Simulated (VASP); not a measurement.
Set up this calculation in VASP 6.6.1, as the native input.

| Item | Value |
| --- | --- |
| Task | single point |
| Functional | LDA |
| Potentials or basis | VASP PAW LDA potentials, release 64 (Al, N) |
| Cutoff | 520 eV |
| k mesh | 8 × 6 × 4 |
| Occupations | gaussian, width 0.05 eV |
| Spin | no spin polarisation |
| Dipole correction | no |
| Further INCAR settings | ALGO = Normal; EDIFF = 1e-06; NBANDS = 26 |

The structure of AlN lies in POSCAR:

```
AlN
1.0
   -1.6378403119      2.8368226349      0.0000000000
    0.0000000000      0.0000000000      4.1006264518
    4.9135209358      2.8368226349      0.0000000000
Al N
4 4
Direct
    0.5692789611      0.7500000000      0.3159420814
    1.0000000000      0.7500000000      0.6666666667
    0.0000000000      0.2500000000      0.3333333333
    0.5000000000      0.2500000000      0.8333333333
    0.5000000000      0.2500000000      0.1666666667
    1.0000000000      0.2500000000      0.6666666667
    0.0000000000      0.7500000000      0.3333333333
    0.5000000000      0.7500000000      0.8333333333
```

This cell differs from its parent crystal: atom 1 (Al) moved by +0.620 Å along [1 0 0] and +0.620 Å along [1 2 0].

The input as run:

INCAR

```
ALGO     = Normal         # electronic algorithm
EDIFF    = 1E-6           # SCF threshold, eV
ENCUT    = 520            # plane-wave cutoff, eV
ISIF     = 2              # what is computed and relaxed
ISMEAR   = 0              # smearing method
LASPH    = T              # aspherical terms in the spheres
LCHARG   = F              # write CHGCAR
LREAL    = F              # projectors in reciprocal space
LWAVE    = F              # write WAVECAR
NBANDS   = 26             # bands
NELM     = 80             # most SCF steps
PREC     = Accurate       # precision mode
SIGMA    = 0.05           # smearing width, eV
```

KPOINTS

```
k-points
0
Gamma
  8 6 4
```

Potentials or basis: VASP PAW LDA potentials, release 64 (Al, N).

The run is started by

```bash
$ cat potpaw_LDA.64/Al/POTCAR potpaw_LDA.64/N/POTCAR > POTCAR
$ mpirun -np 1 vasp_std > vasp.out
```

Results of the run:

* Pressure: 23.1 GPa
* Largest force: 22.551 eV/Å
* Band gap on the k mesh: 2.02 eV

Caveat: the cell differs from its parent crystal (atom 1 (Al) moved by +0.620 Å along [1 0 0] and +0.620 Å along [1 2 0]); the cell stands under pressure; forces of over 1 eV/Å act on the atoms, so gaps and moduli don't describe the material at rest.

Run time: 68 s on 1 thread of AMD EPYC 9R45 96-Core Processor (Zen 5), with other jobs on the host, peak memory 0.19 GiB.
